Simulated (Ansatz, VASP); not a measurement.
## Two plane-wave programs on P

```
CELL_PARAMETERS angstrom
2.44341 0.00000 0.00000
0.00000 2.44341 0.00000
0.00000 0.00000 2.44341
ATOMIC_POSITIONS crystal
P 0.00000 0.00000 0.00000
```

Alike in both runs: functional PBE; k mesh 17 × 17 × 17; occupations fermi-dirac, width 0.1 eV; no spin polarisation.

Ansatz relaxed the structure, and its values are those at the end. VASP's run is a single point on that final structure, the one shown.

```csv
,VASP,Ansatz
version,VASP 6.6.1,Ansatz 0.2.0
potentials or method,"VASP PAW PBE potentials, release 64 (P)","PAW with Ansatz's default frozen-core files, scalar-relativistic"
plane-wave cutoff (eV),520,420
valence electrons in the cell,5,5
```

```tsv
	VASP	Ansatz	Ansatz less VASP
pressure (GPa)	-0.3	0.0	+0.28
```

The functional is the same, so the differences come from potentials, cutoffs and numerics.
